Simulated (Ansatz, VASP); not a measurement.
**One calculation of InP, two programs**

INCAR

```
ALGO = Normal
EDIFF = 1E-6
ENCUT = 520
GGA = PE
ISIF = 2
ISMEAR = 0
LASPH = T
LCHARG = F
LREAL = Auto
LWAVE = F
NBANDS = 86
NELM = 100
PREC = Accurate
SIGMA = 0.02
```

File KPOINTS:

```
k-points
0
Gamma
  3 3 3
```

File POSCAR:

```
InP
1.0
    0.0000000000      5.9600684242     -5.9600684242
    5.9600684242      5.9600684242      0.0000000000
    5.9600684242      0.0000000000     -5.9600684242
In P
8 8
Direct
    0.5000000000      0.0000000000      0.5000000000
    0.5000000000      0.5000000000      0.5000000000
    0.0000000000      0.0000000000      0.5000000000
    0.0000000000      0.5000000000      0.5000000000
    0.5000000000      0.0000000000      0.0000000000
    0.5000000000      0.5000000000      0.0000000000
    0.0000000000      0.0000000000      0.0000000000
    0.0000000000      0.5000000000      0.0000000000
    0.3750000000      0.3750000000      0.3750000000
    0.3750000000      0.8750000000      0.3750000000
    0.8750000000      0.3750000000      0.3750000000
    0.8750000000      0.8750000000      0.3750000000
    0.3750000000      0.3750000000      0.8750000000
    0.3750000000      0.8750000000      0.8750000000
    0.8750000000      0.3750000000      0.8750000000
    0.8750000000      0.8750000000      0.8750000000
```

Input for Ansatz:

```yaml
crystal:
  lattice:
    - [0.0, 5.9600684242, -5.9600684242]
    - [5.9600684242, 5.9600684242, 0.0]
    - [5.9600684242, 0.0, -5.9600684242]
  atoms:
    - { symbol: In, position: [0.5, 0.0, 0.5] }
    - { symbol: In, position: [0.5, 0.5, 0.5] }
    - { symbol: In, position: [0.0, 0.0, 0.5] }
    - { symbol: In, position: [0.0, 0.5, 0.5] }
    - { symbol: In, position: [0.5, 0.0, 0.0] }
    - { symbol: In, position: [0.5, 0.5, 0.0] }
    - { symbol: In, position: [0.0, 0.0, 0.0] }
    - { symbol: In, position: [0.0, 0.5, 0.0] }
    - { symbol: P, position: [0.375, 0.375, 0.375] }
    - { symbol: P, position: [0.375, 0.875, 0.375] }
    - { symbol: P, position: [0.875, 0.375, 0.375] }
    - { symbol: P, position: [0.875, 0.875, 0.375] }
    - { symbol: P, position: [0.375, 0.375, 0.875] }
    - { symbol: P, position: [0.375, 0.875, 0.875] }
    - { symbol: P, position: [0.875, 0.375, 0.875] }
    - { symbol: P, position: [0.875, 0.875, 0.875] }
basis:
  ecutwfc: 420
  xc_grid: 2
kpoints:
  mp_grid: { grid: [3, 3, 3], shift: [0.0, 0.0, 0.0] }
hamiltonian:
  xc: pbe
scf:
  occupations: { method: gaussian, width: 0.02 }
output:
  forces: true
  stress: true
  eigenvalues: true
  write_density: true
  write_potential: true
  elf: true
  volumetric_format: npy
```

Alike in both runs: task single point; functional PBE; k mesh 3 × 3 × 3; occupations gaussian, width 0.02 eV; no spin polarisation.

|  | VASP | Ansatz |
| --- | --- | --- |
| version | VASP 6.6.1 | Ansatz 0.2.0 |
| potentials or method | VASP PAW PBE potentials, release 64 (In_d, P), cutoff 520 eV | scalar-relativistic, plane waves, PAW |
| valence electrons in the cell | 144 | 144 |

Ansatz gave:

- gap on the k mesh at the Fermi level (eV): 0.44
- least direct gap on the mesh (eV): 0.44
- pressure (GPa): 0.0

**Question.** Estimate VASP's values.

**Answer.** gap on the k mesh at the Fermi level (eV): 0.43; least direct gap on the mesh (eV): 0.43; pressure (GPa): 0.0.
